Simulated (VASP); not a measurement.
A run of VASP 6.6.1 is set up as follows.

POSCAR

```
PtSe2
1.0
    3.7730056198      0.0000000000      0.0000000000
   -1.8865028099      3.2675187154      0.0000000000
    0.0000000000      0.0000000000      5.1286129021
Pt Se
1 2
Direct
    0.0000000000      0.0000000000      0.0000000000
    0.6666666667      0.3333333333      0.7500000000
    0.3333333333      0.6666666667      0.2500000000
```

The input INCAR.step1:

```
ALGO = Normal
EDIFF = 1E-4
ENCUT = 520
GGA = PE
ISMEAR = -1
LASPH = T
LCHARG = F
LREAL = F
LWAVE = T
NBANDS = 18
NELM = 60
PREC = Accurate
SIGMA = 0.05
```

The input INCAR.step2:

```
ALGO = Normal
EDIFF = 1E-6
ENCUT = 520
ISIF = 2
ISMEAR = -1
ISTART = 1
LASPH = T
LCHARG = F
LMIXTAU = T
LREAL = F
LWAVE = F
METAGGA = R2SCAN
NBANDS = 18
NELM = 60
PREC = Accurate
SIGMA = 0.05
```

Contents of KPOINTS:

```
k-points
0
Gamma
  8 8 5
```

Potentials or basis: VASP PAW PBE potentials, release 64 (Pt, Se).

Command:

```console
$ cat potpaw_PBE.64/Pt/POTCAR potpaw_PBE.64/Se/POTCAR > POTCAR
$ cp INCAR.step1 INCAR
$ mpirun -np 1 vasp_std > vasp.out
$ cp INCAR.step2 INCAR
$ mpirun -np 1 vasp_std > vasp.out
```

Estimate the band gap on the k mesh.

zero (bands 11 and 12 overlap by 0.16 eV).

Predict the largest force.

0.077 eV/Å.

What does it give for the pressure?

-0.3 GPa.

Forces on the atoms (eV/Å):
```
Pt   0.000  0.000  0.000
Se   0.000  0.000  0.077
Se   0.000  0.000 -0.077
```

Caveat: the PAW data sets were made with another functional, which shifts forces and pressure a little; spin-orbit coupling is left out, which moves the levels of the heavy elements.
